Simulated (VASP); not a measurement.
# Al (I4/mmm) in VASP: a series of runs

The runs below take Al through single point, with PBEsol.

Everything below comes from runs of VASP 6.6.1. Logs are shortened: lines on timing, memory, paths and dates and some standing lists are left out, and cuts for length are marked.

**1. The cell of the first run**

It takes space group I4/mmm (No. 139, tetragonal). Conventional cell: a = 2.776 Å, b = 2.776 Å, c = 4.048 Å, α = 90.00°, β = 90.00°, γ = 90.00°. Al (site symmetry 4/mmm) has 12 Al at 2.78 to 2.82 Å within 3.7 Å.

**2. Single point, PBEsol (equal xx and yy strain of -3 %)**

INCAR

```
PREC = Accurate ; ENCUT = 520
EDIFF = 1E-7 ; ISMEAR = -1
SIGMA = 0.05 ; LREAL = F
LASPH = T ; NELM = 100
ALGO = Normal ; ISIF = 2
LWAVE = F ; LCHARG = T
GGA = PS ; LELF = T
LVHAR = T ; NBANDS = 8
```

KPOINTS

```
regular mesh
0
Gamma
  14 14 14
```

POSCAR

```
Al
1.0
    0.0000000000      1.9632606000      2.0239800000
    1.9632606000      0.0000000000      2.0239800000
    1.9632606000      1.9632606000      0.0000000000
Al
1
Direct
    0.0000000000      0.0000000000      0.0000000000
```

Potentials or basis: VASP PAW PBE potentials, release 64 (Al).

Command:

```
$ cat potpaw_PBE.64/Al/POTCAR > POTCAR
$ mpirun -np 1 vasp_std > vasp.out
```

OUTCAR:

```text
PREC = Accurate
   ENCUT = 520
   EDIFF = 1E-7
   ISMEAR = -1
   LREAL = F
   LASPH = T
   NELM = 100
   ISIF = 2
   GGA = PS

 ion  position               nearest neighbor table
   1  0.000  0.000  0.000-

  LATTYP: Found a body centered tetragonal cell.
 ALAT       =     2.7764697670
 C/A-ratio  =     1.4579521262

  Lattice vectors:

 A1 = (  -1.9632606000,   0.0000000000,   2.0239800000)
 A2 = (   1.9632606000,   0.0000000000,   2.0239800000)
 A3 = (   0.0000000000,   1.9632606000,  -2.0239800000)

Analysis of symmetry for initial positions (statically):
=====================================================================
 Subroutine PRICEL returns:
 Original cell was already a primitive cell.

 Routine SETGRP: Setting up the symmetry group for a
 body centered tetragonal supercell.

 Subroutine GETGRP returns: Found 16 space group operations
 (whereof 16 operations were pure point group operations)
 out of a pool of 16 trial point group operations.

The static configuration has the point symmetry D_4h.

Analysis of symmetry for dynamics (positions and initial velocities):
=====================================================================
 Subroutine PRICEL returns:
 Original cell was already a primitive cell.

 Routine SETGRP: Setting up the symmetry group for a
 body centered tetragonal supercell.

 Subroutine GETGRP returns: Found 16 space group operations
 (whereof 16 operations were pure point group operations)
 out of a pool of 16 trial point group operations.

The dynamic configuration has the point symmetry D_4h.

 Subroutine INISYM returns: Found 16 space group operations
 (whereof 16 operations are pure point group operations),
 and found     1 'primitive' translations

----------------------------------------------------------------------------------------

                                     Primitive cell

  volume of cell :      15.6024

  direct lattice vectors                    reciprocal lattice vectors
     0.000000000  1.963260600  2.023980000    -0.254678365  0.254678365  0.247038014
     1.963260600  0.000000000  2.023980000     0.254678365 -0.254678365  0.247038014
     1.963260600  1.963260600  0.000000000     0.254678365  0.254678365 -0.247038014

  length of vectors
     2.819731765  2.819731765  2.776469767     0.436749264  0.436749264  0.436749264

  position of ions in fractional coordinates (direct lattice)
     0.000000000  0.000000000  0.000000000

  ion indices of the primitive-cell ions
   primitive index   ion index
                 1           1

----------------------------------------------------------------------------------------

 KPOINTS: regular mesh

Automatic generation of k-mesh.
 Grid dimensions read from file:
 generate k-points for:   14   14   14

 Generating k-lattice:

  Cartesian coordinates                     Fractional coordinates (reciprocal lattice)
    -0.018191312  0.018191312  0.017645572     0.071428571  0.000000000  0.000000000
     0.018191312 -0.018191312  0.017645572     0.000000000  0.071428571  0.000000000
     0.018191312  0.018191312 -0.017645572    -0.000000000 -0.000000000  0.071428571

  Length of vectors
     0.031196376  0.031196376  0.031196376

  Shift w.r.t. Gamma in fractional coordinates (k-lattice)
     0.000000000  0.000000000  0.000000000

 Subroutine IBZKPT returns following result:
 ===========================================

 Found    244 irreducible k-points:

 Following reciprocal coordinates:
            Coordinates               Weight
  0.000000  0.000000  0.000000      1.000000
  0.071429 -0.000000  0.000000      8.000000
  0.142857 -0.000000  0.000000      8.000000
  0.214286 -0.000000  0.000000      8.000000
  0.285714  0.000000  0.000000      8.000000
  0.357143  0.000000  0.000000      8.000000
[... 16 lines left out ...]
  0.214286  0.142857  0.000000      8.000000
  0.285714  0.142857  0.000000      8.000000
 [... further k-points ...]
   k-points           NKPTS =    244   k-points in BZ     NKDIM =    244   number of bands    NBANDS=      8
   number of dos      NEDOS =    301   number of ions     NIONS =      1
   total plane-waves  NPLWV =  13824
   dimension x,y,z NGX =    24 NGY =   24 NGZ =   24
   dimension x,y,z NGXF=    48 NGYF=   48 NGZF=   48
   ions per type =               1
   NGX,Y,Z   is equivalent  to a cutoff of  14.15, 14.15, 14.37 a.u.
   NGXF,Y,Z  is equivalent  to a cutoff of  28.30, 28.30, 28.74 a.u.
 SYSTEM =  unknown system
   PREC   = accura    normal or accurate (medium, high low for compatibility)
   ISTART =      0    job   : 0-new  1-cont  2-samecut
   ICHARG =      2    charge: 1-file 2-atom 10-const
   ISPIN  =      1    spin polarized calculation?
   LNONCOLLINEAR =      F non collinear calculations
   LSORBIT =      F    spin-orbit coupling
   LASPH  =      T    aspherical Exc in radial PAW
   ENCUT  =  520.0 eV  38.22 Ry    6.18 a.u.   5.24  5.24  5.16*2*pi/ulx,y,z
[... 108 lines left out ...]
  band No.  band energies     occupation
      1       0.5747      2.00000
      2       8.2476      1.99150
      3      19.4168      0.00000
      4      20.0075      0.00000
      5      21.4831      0.00000
      6      22.4890      0.00000
      7      23.4660      0.00000
      8      26.2200      0.00000

 k-point     7 :       0.4286   -0.0000    0.0000
  band No.  band energies     occupation
      1       2.1066      2.00000
      2       5.9655      2.00000
      3      19.5680      0.00000
      4      20.2534      0.00000
      5      20.6211      0.00000
      6      21.5309      0.00000
      7      23.7557      0.00000
      8      25.2077      0.00000

 k-point     8 :       0.5000   -0.0000    0.0000
  band No.  band energies     occupation
      1       3.7275      2.00000
      2       4.0942      2.00000
      3      19.8579      0.00000
      4      20.0931      0.00000
      5      20.5990      0.00000
      6      20.9467      0.00000
      7      24.1193      0.00000
      8      24.5979      0.00000

 k-point     9 :       0.0714    0.0714    0.0000
  band No.  band energies     occupation
      1      -2.7933      2.00000
      2      20.1761      0.00000
      3      20.2672      0.00000
      4      20.2672      0.00000
      5      23.0406      0.00000
      6      24.9411      0.00000
      7      24.9411      0.00000
      8      25.4411      0.00000

 k-point    10 :       0.1429    0.0714    0.0000
  band No.  band energies     occupation
      1      -2.4658      2.00000
      2      17.4824      0.00000
      3      19.5099      0.00000
      4      20.4914      0.00000
      5      23.2672      0.00000
      6      23.7841      0.00000
      7      25.2064      0.00000
      8      26.1779      0.00000
[... 78 lines left out ...]
 k-point    18 :      -0.2857    0.0714    0.0000
  band No.  band energies     occupation
      1      -0.1451      2.00000
      2       9.9389      0.00000
      3      17.0314      0.00000
      4      21.5534      0.00000
      5      21.8641      0.00000
      6      23.1797      0.00000
      7      24.4813      0.00000
      8      27.4801      0.00000

 k-point    19 :      -0.2143    0.0714    0.0000
  band No.  band energies     occupation
      1      -1.2378      2.00000
      2      12.5772      0.00000
      3      17.3131      0.00000
      4      21.6608      0.00000
      5      23.2048      0.00000
      6      24.3696      0.00000
      7      24.5724      0.00000
      8      26.3117      0.00000

 k-point    20 :      -0.1429    0.0714    0.0000
  band No.  band energies     occupation
      1      -2.0533      2.00000
      2      15.3823      0.00000
      3      17.8469      0.00000
      4      21.9130      0.00000
      5      24.3439      0.00000
      6      24.5620      0.00000
      7      25.1227      0.00000
      8      25.7618      0.00000

 k-point    21 :      -0.0714    0.0714    0.0000
  band No.  band energies     occupation
      1      -2.5863      2.00000
      2      18.0737      0.00000
      3      18.8075      0.00000
      4      21.9595      0.00000
      5      23.6169      0.00000
      6      24.4797      0.00000
      7      25.1352      0.00000
      8      26.6426      0.00000

 k-point    22 :       0.1429    0.1429    0.0000
  band No.  band energies     occupation
      1      -2.2422      2.00000
      2      18.4633      0.00000
      3      18.6317      0.00000
      4      18.6317      0.00000
      5      21.7355      0.00000
      6      22.0824      0.00000
      7      27.3813      0.00000
      8      27.3813      0.00000

 k-point    23 :       0.2143    0.1429    0.0000
  band No.  band energies     occupation
      1      -1.7334      2.00000
      2      15.8498      0.00000
      3      17.9908      0.00000
      4      19.0553      0.00000
      5      20.0041      0.00000
      6      22.3105      0.00000
      7      27.7646      0.00000
      8      28.5006      0.00000

 k-point    24 :       0.2857    0.1429    0.0000
  band No.  band energies     occupation
      1      -0.9426      2.00000
      2      13.0902      0.00000
      3      17.5894      0.00000
      4      18.3386      0.00000
      5      19.1535      0.00000
      6      23.7265      0.00000
      7      27.6293      0.00000
      8      27.8413      0.00000

 [... further k-points ...]
[... 5 lines left out ...]
  --------------------------------------------------------------------------------------
  -------------------------------------------------------------------------------------
  Total        0.3775333      0.3775333      0.1905971      0.0000000      0.0000000     -0.0000000
  in kB       38.7680273     38.7680273     19.5719752      0.0000000      0.0000000     -0.0000000
  external PRESSURE =      32.3693433 kB  Pullay stress =       0.0000000 kB

 VOLUME and BASIS-vectors are now :
 -----------------------------------------------------------------------------
  energy-cutoff  :      520.00
  volume of cell :       15.60
      direct lattice vectors                 reciprocal lattice vectors
     0.000000000  1.963260600  2.023980000    -0.254678365  0.254678365  0.247038014
     1.963260600  0.000000000  2.023980000     0.254678365 -0.254678365  0.247038014
     1.963260600  1.963260600  0.000000000     0.254678365  0.254678365 -0.247038014

 POSITION                                       TOTAL-FORCE (eV/Angst)
 -----------------------------------------------------------------------------------
      0.00000      0.00000      0.00000         0.000000      0.000000      0.000000
 -----------------------------------------------------------------------------------
    total drift:                                0.000000      0.000000     -0.000000

  FREE ENERGIE OF THE ION-ELECTRON SYSTEM (eV)
  ---------------------------------------------------
  free  energy   TOTEN  =        -4.0796912219 eV

  energy  without entropy=       -4.0758521802  energy(sigma->0) =       -4.07777170
```

Run time: 12 s. Hardware: 1 thread of Intel Xeon Platinum 8559C (Emerald Rapids), shared host; peak memory 0.15 GiB.

What came out:

```yaml
Free_energy: -4.0797 eV
Pressure: 3.2 GPa
```

Levels at points of the mesh, in eV from the Fermi level:
| k point | band 1 | band 2 | band 3 | band 4 |
| --- | --- | --- | --- | --- |
| (0.00, 0.00, 0.00) | -11.50 | 12.71 | 13.06 | 13.06 |
| (0.50, 0.00, 0.00) | -4.79 | -4.43 | 11.34 | 11.57 |
| (0.50, 0.50, 0.00) | -3.33 | -2.02 | 5.53 | 6.27 |
| (0.50, 0.00, 0.50) | -2.87 | -1.39 | 5.18 | 5.59 |

Caveat: the cell differs from its parent crystal (equal xx and yy strain of -3 %); the PAW data sets were made with another functional, which shifts forces and pressure a little.

**3. Single point, PBEsol (equal xx and yy strain of -2 %)**

INCAR

```
SYSTEM = Al
ALGO     = Normal         ! electronic algorithm
EDIFF    = 1E-6           ! SCF threshold, eV
ENCUT    = 520            ! plane-wave cutoff, eV
GGA      = PS             ! functional
ISIF     = 2              ! what is computed and relaxed
ISMEAR   = -1             ! smearing method
LASPH    = .True.         ! aspherical terms in the spheres
LCHARG   = .False.        ! write CHGCAR
LREAL    = .False.        ! projectors in reciprocal space
LWAVE    = .False.        ! write WAVECAR
NBANDS   = 8              ! bands
NELM     = 60             ! most SCF steps
PREC     = Accurate       ! precision mode
SIGMA    = 0.05           ! smearing width, eV
```

KPOINTS

```
k-points
0
Gamma
  14 14 14
  0 0 0
```

POSCAR

```
Al
1.0
    0.0000000000      1.9835004000      2.0239800000
    1.9835004000      0.0000000000      2.0239800000
    1.9835004000      1.9835004000      0.0000000000
Al
1
Direct
    0.0000000000      0.0000000000      0.0000000000
```

Potentials or basis: VASP PAW PBE potentials, release 64 (Al).

Command:

```
$ cat potpaw_PBE.64/Al/POTCAR > POTCAR
$ mpirun -np 1 vasp_std > vasp.out
```

It took 11 s on 1 thread of Intel Xeon Platinum 8559C (Emerald Rapids), shared host; peak memory 0.15 GiB.

Results (log left out):

- Free energy: -4.0852 eV
- Pressure: 1.2 GPa

Stress tensor (GPa, compression positive):
```
1.65 0.00 0.00
0.00 1.65 0.00
0.00 0.00 0.45
```

Levels at points of the mesh, in eV from the Fermi level:
| k point | band 1 | band 2 | band 3 | band 4 | band 5 | band 6 |
| --- | --- | --- | --- | --- | --- | --- |
| (0.00, 0.00, 0.00) | -11.35 | 12.67 | 12.90 | 12.90 | 14.56 | 14.56 |
| (0.50, 0.00, 0.00) | -4.71 | -4.40 | 11.38 | 11.52 | 11.86 | 12.06 |
| (0.50, 0.50, 0.00) | -3.18 | -1.87 | 5.44 | 6.04 | 6.04 | 9.67 |
| (0.50, 0.00, 0.50) | -2.88 | -1.45 | 5.21 | 5.59 | 5.73 | 9.29 |

Caveat: the cell differs from its parent crystal (equal xx and yy strain of -2 %); the PAW data sets were made with another functional, which shifts forces and pressure a little.

**4. Single point, PBEsol (equal xx and yy strain of -1 %)**

INCAR

```
SYSTEM = Al
PREC = Accurate
ENCUT = 520
EDIFF = 1E-7
ISMEAR = -1
SIGMA = 0.05
LREAL = .FALSE.
LASPH = .TRUE.
NELM = 80
ALGO = Normal
ISIF = 2
LWAVE = .FALSE.
LCHARG = .FALSE.
GGA = PS
NBANDS = 8
```

KPOINTS

```
Automatic mesh
0
G
  14 14 14
  0 0 0
```

POSCAR

```
Al
1.0
    0.0000000000      2.0037402000      2.0239800000
    2.0037402000      0.0000000000      2.0239800000
    2.0037402000      2.0037402000      0.0000000000
Al
1
Direct
    0.0000000000      0.0000000000      0.0000000000
```

Command:

```
$ cat potpaw_PBE.64/Al/POTCAR > POTCAR
$ mpirun -np 1 vasp_std > vasp.out
```

Run time: 12 s. Hardware: 1 thread of Intel Xeon Platinum 8559C (Emerald Rapids), shared host; peak memory 0.15 GiB.

It converged, with:

```yaml
Free_energy: -4.0866 eV
Pressure: -0.5 GPa
```

Stress tensor (GPa, compression positive):
```
-0.32  0.00  0.00
 0.00 -0.32  0.00
 0.00  0.00 -0.88
```

Levels at points of the mesh, in eV from the Fermi level:
| k point | band 1 | band 2 | band 3 | band 4 | band 5 | band 6 |
| --- | --- | --- | --- | --- | --- | --- |
| (0.00, 0.00, 0.00) | -11.20 | 12.64 | 12.75 | 12.75 | 14.30 | 14.30 |
| (0.50, 0.00, 0.00) | -4.62 | -4.37 | 11.42 | 11.45 | 11.65 | 11.71 |
| (0.50, 0.50, 0.00) | -3.02 | -1.72 | 5.36 | 5.81 | 5.81 | 9.35 |
| (0.50, 0.00, 0.50) | -2.88 | -1.51 | 5.25 | 5.59 | 5.66 | 9.16 |

Caveat: the cell differs from its parent crystal (equal xx and yy strain of -1 %); the PAW data sets were made with another functional, which shifts forces and pressure a little.

**5. Single point, PBEsol (equal xx and yy strain of +1 %)**

INCAR

```
  ALGO = Normal
  EDIFF = 1E-7
  ENCUT = 520
  GGA = PS
  ISIF = 2
  ISMEAR = -1
  LASPH = True
  LCHARG = False
  LREAL = False
  LWAVE = False
  NBANDS = 8
  NELM = 80
  PREC = Accurate
  SIGMA = 0.05
```

KPOINTS

```
k-points
0
Gamma
  14 14 14
```

POSCAR

```
Al
1.0
    0.0000000000      2.0442198000      2.0239800000
    2.0442198000      0.0000000000      2.0239800000
    2.0442198000      2.0442198000      0.0000000000
Al
1
Direct
    0.0000000000      0.0000000000      0.0000000000
```

Command:

```
$ cat potpaw_PBE.64/Al/POTCAR > POTCAR
$ mpirun -np 1 vasp_std > vasp.out
```

Wall time 13 s (1 thread of Intel Xeon Platinum 8559C (Emerald Rapids), shared host); peak memory 0.15 GiB.

It converged, with:

| Quantity | Value |
| --- | --- |
| Free energy | -4.0782 eV |
| Pressure | -3.4 GPa |

Stress tensor (GPa, compression positive):
```
-3.52  0.00  0.00
 0.00 -3.52  0.00
 0.00  0.00 -3.20
```

Levels at points of the mesh, in eV from the Fermi level:
```csv
k point,band 1,band 2,band 3,band 4
"(0.00, 0.00, 0.00)",-10.93,12.45,12.45,12.56
"(0.50, 0.00, 0.00)",-4.47,-4.32,11.04,11.24
"(0.50, 0.50, 0.00)",-2.74,-1.44,5.20,5.38
"(0.50, 0.00, 0.50)",-2.88,-1.65,5.31,5.52
```

Caveat: the cell differs from its parent crystal (equal xx and yy strain of +1 %); the PAW data sets were made with another functional, which shifts forces and pressure a little.

**6. Single point, PBEsol (equal xx and yy strain of +2 %)**

INCAR

```
SYSTEM = Al
PREC     = Accurate       ! precision mode
ENCUT    = 520            ! plane-wave cutoff, eV
EDIFF    = 1E-7           ! SCF threshold, eV
ISMEAR   = -1             ! smearing method
SIGMA    = 0.05           ! smearing width, eV
LREAL    = .FALSE.        ! projectors in reciprocal space
LASPH    = .TRUE.         ! aspherical terms in the spheres
NELM     = 100            ! most SCF steps
ALGO     = Normal         ! electronic algorithm
ISIF     = 2              ! what is computed and relaxed
LWAVE    = .FALSE.        ! write WAVECAR
LCHARG   = .TRUE.         ! write CHGCAR
GGA      = PS             ! functional
LELF     = .TRUE.         ! ELF
LVHAR    = .TRUE.       
NBANDS   = 8              ! bands
```

KPOINTS

```
regular mesh
0
G
  14 14 14
  0 0 0
```

POSCAR

```
Al
1.0
    0.0000000000      2.0644596000      2.0239800000
    2.0644596000      0.0000000000      2.0239800000
    2.0644596000      2.0644596000      0.0000000000
Al
1
Direct
    0.0000000000      0.0000000000      0.0000000000
```

Potentials or basis: VASP PAW PBE potentials, release 64 (Al).

Command:

```
$ cat potpaw_PBE.64/Al/POTCAR > POTCAR
$ mpirun -np 1 vasp_std > vasp.out
```

Run time: 11 s. Hardware: 1 thread of Intel Xeon Platinum 8559C (Emerald Rapids), shared host; peak memory 0.15 GiB.

The run converged. Its results:

```yaml
Free_energy: -4.0695 eV
Pressure: -4.6 GPa
```

Stress tensor (GPa, compression positive):
```
-4.76  0.00  0.00
 0.00 -4.76  0.00
 0.00  0.00 -4.19
```

Levels at points of the mesh, in eV from the Fermi level:
| k point | band 1 | band 2 | band 3 | band 4 |
| --- | --- | --- | --- | --- |
| (0.00, 0.00, 0.00) | -10.81 | 12.31 | 12.31 | 12.52 |
| (0.50, 0.00, 0.00) | -4.40 | -4.30 | 10.72 | 11.04 |
| (0.50, 0.50, 0.00) | -2.61 | -1.31 | 5.12 | 5.17 |
| (0.50, 0.00, 0.50) | -2.88 | -1.72 | 5.34 | 5.46 |

Caveat: the cell differs from its parent crystal (equal xx and yy strain of +2 %); the PAW data sets were made with another functional, which shifts forces and pressure a little.

**7. Summary**

| cell | gap on the mesh (eV) | pressure (GPa) |
| --- | --- | --- |
| a = 2.820, b = 2.820, c = 2.776 Å, angles 60.5, 60.5, 59.0°, 1 atom | none | 3.2 |
| a = 2.834, b = 2.834, c = 2.805 Å, angles 60.3, 60.3, 59.3°, 1 atom | none | 1.2 |
| a = 2.848, b = 2.848, c = 2.834 Å, angles 60.2, 60.2, 59.7°, 1 atom | none | -0.5 |
| a = 2.877, b = 2.877, c = 2.891 Å, angles 59.8, 59.8, 60.3°, 1 atom | none | -3.4 |
| a = 2.891, b = 2.891, c = 2.920 Å, angles 59.7, 59.7, 60.7°, 1 atom | none | -4.6 |

Alike in all rows: task single point; level PBEsol; potentials or basis VASP PAW PBE potentials, release 64 (Al); no spin polarisation; k mesh 14 × 14 × 14; cutoff (eV) 520; smearing fermi-dirac 0.05 eV.

Caveats: the PAW data sets were made with another functional, which shifts forces and pressure a little.

Absolute energies hang on the potentials; compare differences alone.
